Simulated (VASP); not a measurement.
Set up this calculation in VASP 6.6.1, as the native input.

```yaml
Task: single point
Functional: PBEsol
Potentials_or_basis: VASP PAW PBE potentials, release 64 (Ir)
Cutoff: 500 eV
k_mesh: 18 × 18 × 18
Occupations: gaussian, width 0.1 eV
Spin: no spin polarisation
Dipole_correction: no
Further_INCAR_settings: ALGO = Normal; EDIFF = 1e-06; NBANDS = 10
```

The structure of Ir lies in POSCAR:

```
Ir
1.0
    0.0000000000      1.9330876567      1.9330876567
    1.9330876567      0.0000000000      1.9330876567
    1.9330876567      1.9330876567      0.0000000000
Ir
1
Direct
    0.0000000000      0.0000000000      0.0000000000
```

This cell differs from its parent crystal: Hf replaced by Ir, lengths x 0.883, strained.

The input as run:

INCAR

```
PREC = Accurate
ENCUT = 500
EDIFF = 1E-6
ISMEAR = 0
SIGMA = 0.1
LREAL = F
LASPH = T
NELM = 120
ALGO = Normal
ISIF = 2
LWAVE = F
LCHARG = F
GGA = PS
NBANDS = 10
GGA_COMPAT = F
```

KPOINTS

```
regular mesh
0
Gamma
  18 18 18
```

Potentials or basis: VASP PAW PBE potentials, release 64 (Ir).

The run is started by

```bash
$ cat potpaw_PBE.64/Ir/POTCAR > POTCAR
$ mpirun -np 1 vasp_std > vasp.out
```

It gave:

```json
{
  "Pressure": "-9.3 GPa"
}
```

Caveat: the cell differs from its parent crystal (Hf replaced by Ir, lengths x 0.883, strained); the PAW data sets were made with another functional, which shifts forces and pressure a little.

Run time: 29 s on 1 thread of Intel Xeon 8259CL (shared host), peak memory 0.15 GiB.
